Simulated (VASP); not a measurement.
# LiF (P6_3mc) in VASP: a series of runs, part 2 of 2

VASP 6.6.1.

## (5) Single point, LDA (volume 7.780 Å^3 an atom, c/a of the conventional cell 1.5376)

INCAR

```
SYSTEM = LiF
  PREC = Accurate
  ENCUT = 520
  EDIFF = 1E-7
  ISMEAR = 0
  SIGMA = 0.05
  LREAL = .False.
  LASPH = .True.
  NELM = 80
  ALGO = Normal
  ISIF = 2
  LWAVE = .False.
  LCHARG = .True.
  GGA = CA
  LELF = .True.
  LVHAR = .True.
  NBANDS = 18
```

KPOINTS

```
regular mesh
0
Gamma
  9 9 6
  0 0 0
```

POSCAR

```
LiF
1.0
    2.8590603528      0.0000000000      0.0000000000
   -1.4295301764      2.4760188965      0.0000000000
    0.0000000000      0.0000000000      4.3960468319
Li F
2 2
Direct
    0.3333333333      0.6666666667      0.3839784076
    0.6666666667      0.3333333333      0.8839784076
    0.3333333333      0.6666666667      0.9910195924
    0.6666666667      0.3333333333      0.4910195924
```

Potentials or basis: VASP PAW LDA potentials, release 64 (Li_sv, F).

The run is started by

```console
$ cat potpaw_LDA.64/Li_sv/POTCAR potpaw_LDA.64/F/POTCAR > POTCAR
$ mpirun -np 1 vasp_std > vasp.out
```

OUTCAR:

```text
SYSTEM = LiF
   PREC = Accurate
   ENCUT = 520
   EDIFF = 1E-7
   ISMEAR = 0
   LREAL = .False.
   LASPH = .True.
   NELM = 80
   ISIF = 2
   GGA = CA

 ion  position               nearest neighbor table
   1  0.333  0.667  0.384-   4 1.72   4 1.72   4 1.72   3 1.73
   2  0.667  0.333  0.884-   3 1.72   3 1.72   3 1.72   4 1.73
   3  0.333  0.667  0.991-   2 1.72   2 1.72   2 1.72   1 1.73
   4  0.667  0.333  0.491-   1 1.72   1 1.72   1 1.72   2 1.73

  LATTYP: Found a hexagonal cell.
 ALAT       =     2.8590603528
 C/A-ratio  =     1.5375844821

  Lattice vectors:

 A1 = (   2.8590603528,   0.0000000000,   0.0000000000)
 A2 = (  -1.4295301764,   2.4760188965,   0.0000000000)
 A3 = (   0.0000000000,   0.0000000000,   4.3960468319)

Analysis of symmetry for initial positions (statically):
=====================================================================
 Subroutine PRICEL returns:
 Original cell was already a primitive cell.

 Routine SETGRP: Setting up the symmetry group for a
 hexagonal supercell.

 Subroutine GETGRP returns: Found 12 space group operations
[... 167 lines left out ...]
  ---------------------------------------------------
  free energy    TOTEN  =       -20.53750505 eV

  energy without entropy =      -20.53750505  energy(sigma->0) =      -20.53750505

 E-fermi :  -1.0394     XC(G=0): -10.7163

 val. band max:       -1.3378159234   @ k =   0.0000   0.0000   0.0000
 cond. band min:       7.5445903769   @ k =   0.0000   0.0000   0.0000
 fundamental gap:      8.8824063002
 Fermi energy:        -1.0393745434

 k-point     1 :       0.0000    0.0000    0.0000
  band No.  band energies     occupation
      1     -40.2756      2.00000
      2     -40.1338      2.00000
      3     -20.8602      2.00000
      4     -20.4809      2.00000
      5      -4.5303      2.00000
      6      -2.1329      2.00000
[... 481 lines left out ...]
      5      -4.3894      2.00000
      6      -3.1113      2.00000
[... 10 lines left out ...]
     17      19.0022      0.00000
     18      22.6455      0.00000

 [... further k-points ...]
[... 5 lines left out ...]
  --------------------------------------------------------------------------------------
  -------------------------------------------------------------------------------------
  Total        3.2688580      3.2688580      2.9890993      0.0000000      0.0000000      0.0000000
  in kB      168.2933871    168.2933871    153.8903320      0.0000000      0.0000000      0.0000000
  external PRESSURE =     163.4923688 kB  Pullay stress =       0.0000000 kB

 VOLUME and BASIS-vectors are now :
 -----------------------------------------------------------------------------
  energy-cutoff  :      520.00
  volume of cell :       31.12
      direct lattice vectors                 reciprocal lattice vectors
     2.859060353  0.000000000  0.000000000     0.349765264  0.201937070  0.000000000
    -1.429530176  2.476018896  0.000000000     0.000000000  0.403874139  0.000000000
     0.000000000  0.000000000  4.396046832     0.000000000  0.000000000  0.227477103

 POSITION                                       TOTAL-FORCE (eV/Angst)
 -----------------------------------------------------------------------------------
     -0.00000      1.65068      1.68799         0.000000     -0.000000      0.059538
      1.42953      0.82534      3.88601        -0.000000      0.000000      0.059538
     -0.00000      1.65068      4.35657        -0.000000      0.000000     -0.059538
      1.42953      0.82534      2.15855         0.000000      0.000000     -0.059538
 -----------------------------------------------------------------------------------
    total drift:                                0.000000     -0.000000      0.000012

  FREE ENERGIE OF THE ION-ELECTRON SYSTEM (eV)
  ---------------------------------------------------
  free  energy   TOTEN  =       -20.5375050542 eV

  energy  without entropy=      -20.5375050542  energy(sigma->0) =      -20.53750505
```

OSZICAR:

```text
N       E                     dE             d eps       ncg     rms          rms(c)
DAV:   1     0.114694891646E+03    0.11469E+03   -0.11333E+04  1744   0.124E+03
DAV:   2    -0.122120490574E+02   -0.12691E+03   -0.12439E+03  2024   0.310E+02
DAV:   3    -0.218682818323E+02   -0.96562E+01   -0.95975E+01  3032   0.622E+01
DAV:   4    -0.219745803469E+02   -0.10630E+00   -0.10616E+00  2186   0.821E+00
DAV:   5    -0.219757041435E+02   -0.11238E-02   -0.11235E-02  2298   0.660E-01    0.716E+00
DAV:   6    -0.205558306644E+02    0.14199E+01   -0.33070E+00  1804   0.149E+01    0.205E+00
DAV:   7    -0.205436978307E+02    0.12133E-01   -0.12455E-01  2052   0.261E+00    0.138E+00
DAV:   8    -0.205384849198E+02    0.52129E-02   -0.39005E-02  2366   0.184E+00    0.316E-01
DAV:   9    -0.205374421836E+02    0.10427E-02   -0.51733E-03  1980   0.619E-01    0.834E-02
DAV:  10    -0.205375055567E+02   -0.63373E-04   -0.25821E-04  1948   0.145E-01    0.111E-02
DAV:  11    -0.205375050966E+02    0.46009E-06   -0.86335E-06  2238   0.288E-02    0.373E-03
DAV:  12    -0.205375050542E+02    0.42416E-07   -0.58483E-07  2882   0.598E-03
   1 F= -.20537505E+02 E0= -.20537505E+02  d E =-.195521E-19
```

stdout:

```text
POSCAR found type information on POSCAR LiF
 POSCAR found :  2 types and       4 ions
 scaLAPACK will be used
 LDA part: xc-table for (Slater(with rela. corr.)+CA(PZ))
 , standard interpolation
 POSCAR, INCAR and KPOINTS ok, starting setup
 FFT: planning ... GRIDC
 FFT: planning ... GRID_SOFT
 FFT: planning ... GRID
 WAVECAR not read
 entering main loop
```

Run time: 23 s. Hardware: 1 thread of Intel Xeon Platinum 8259CL at 2.50GHz (Skylake/Cascade Lake), shared host; peak memory 0.14 GiB.

Results:

| Item | Value |
| --- | --- |
| Free energy | -20.5375 eV |
| Largest force | 0.060 eV/Å |
| Band gap on the k mesh | 8.88 eV, direct |

Forces on the atoms (eV/Å):
```
Li   0.000  0.000  0.060
Li   0.000  0.000  0.060
F    0.000  0.000 -0.060
F    0.000  0.000 -0.060
```

Caveat: the cutoff is under 1.25 times the usual one of these potentials, so pressure, stress and relaxed cells hold a basis-set (Pulay) error.

## (6) Single point, LDA (volume 7.780 Å^3 an atom, c/a of the conventional cell 1.4652)

INCAR

```
SYSTEM = LiF
PREC = Accurate
ENCUT = 520
EDIFF = 1E-6
ISMEAR = 0
SIGMA = 0.05
LREAL = .FALSE.
LASPH = .TRUE.
NELM = 60
ALGO = Normal
ISIF = 2
LWAVE = .FALSE.
LCHARG = .FALSE.
GGA = CA
NBANDS = 18
```

KPOINTS

```
Automatic mesh
0
G
  9 9 6
  0 0 0
```

POSCAR

```
LiF
1.0
    2.9053871778      0.0000000000      0.0000000000
   -1.4526935889      2.5161391038      0.0000000000
    0.0000000000      0.0000000000      4.2569732929
Li F
2 2
Direct
    0.3333333333      0.6666666667      0.3839784076
    0.6666666667      0.3333333333      0.8839784076
    0.3333333333      0.6666666667      0.9910195924
    0.6666666667      0.3333333333      0.4910195924
```

Potentials or basis: VASP PAW LDA potentials, release 64 (Li_sv, F).

The run is started by

```console
$ cat potpaw_LDA.64/Li_sv/POTCAR potpaw_LDA.64/F/POTCAR > POTCAR
$ mpirun -np 1 vasp_std > vasp.out
```

It took 17 s on 1 thread of Intel Xeon Platinum 8259CL at 2.50GHz (Skylake/Cascade Lake), shared host; peak memory 0.13 GiB.

The run converged. Its results:

```yaml
Free_energy: -20.5158 eV
Largest_force: 0.560 eV/Å
Band_gap_on_the_k_mesh: 8.80 eV, direct
```

Forces in eV/Å, atoms in the order of the input:
```
Li   0.000  0.000  0.560
Li   0.000  0.000  0.560
F    0.000  0.000 -0.560
F    0.000  0.000 -0.560
```

Levels at points of the mesh, in eV from the valence-band top:
```
           k point  band 7  band 8  band 9  band 10  band 11  band 12  band 13  band 14
(0.00, 0.00, 0.00)   -0.96   -0.36   -0.36     0.00     8.80    13.75    17.71    19.20
(0.00, 0.00, 0.50)   -0.66   -0.66   -0.66    -0.66    10.73    10.73    19.54    19.54
```

Caveat: the cutoff is under 1.25 times the usual one of these potentials, so pressure, stress and relaxed cells hold a basis-set (Pulay) error. A k mesh can miss the band edges.

## (7) Overview

| cell | gap on the mesh (eV) | largest force (eV/Å) |
| --- | --- | --- |
| a = 2.929, b = 2.929, c = 4.189 Å, angles 90.0, 90.0, 120.0°, 4 atoms | 8.76 | 0.85 |
| a = 2.976, b = 2.976, c = 4.056 Å, angles 90.0, 90.0, 120.0°, 4 atoms | 8.69 | 1.54 |
| a = 2.746, b = 2.746, c = 4.764 Å, angles 90.0, 90.0, 120.0°, 4 atoms | 9.00 | 0.82 |
| a = 2.859, b = 2.859, c = 4.396 Å, angles 90.0, 90.0, 120.0°, 4 atoms | 8.88 | 0.06 |
| a = 2.905, b = 2.905, c = 4.257 Å, angles 90.0, 90.0, 120.0°, 4 atoms | 8.80 | 0.56 |

Alike in all rows: task single point; level LDA; potentials or basis VASP PAW LDA potentials, release 64 (Li_sv, F); no spin polarisation; k mesh 9 × 9 × 6; cutoff (eV) 520; smearing gaussian 0.05 eV.

Caveats: the cutoff is under 1.25 times the usual one of these potentials, so pressure, stress and relaxed cells hold a basis-set (Pulay) error; forces of over 1 eV/Å act on the atoms, so gaps and moduli don't describe the material at rest (some runs).

Absolute energies hang on the potentials; compare differences alone.
